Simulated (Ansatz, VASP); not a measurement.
**One calculation of W, two programs**

```
W
1.0
     0.00000    1.77337    2.66005
     1.77337    0.00000    2.66005
     1.77337    1.77337    0.00000
W
1
Cartesian
  0.0000 0.0000 0.0000
```

Alike in both runs: task single point; functional r2SCAN; k mesh 22 × 22 × 22; occupations gaussian, width 0.15 eV; no spin polarisation.

|  | VASP | Ansatz |
| --- | --- | --- |
| version | VASP 6.6.1 | Ansatz 0.2.0 |
| potentials or method | VASP PAW PBE potentials, release 64 (W_sv), cutoff 520 eV | scalar-relativistic, plane waves, PAW |
| valence electrons in the cell | 14 | 14 |

VASP gave:

```
gap on the k mesh at the Fermi level (eV)                     : none
pressure (GPa)                                                : 7.7
traceless stress, the component that is largest in VASP (GPa) : -50.64
```

Task: Estimate Ansatz's values.

Result: gap on the k mesh at the Fermi level (eV): none; pressure (GPa): 6.1; traceless stress, the component that is largest in VASP (GPa): -49.70.

VASP's potentials were made for PBE, not for r2SCAN. A gap of «none» marks a metal or a gap that the smearing closes.

Spin-orbit coupling is off throughout.
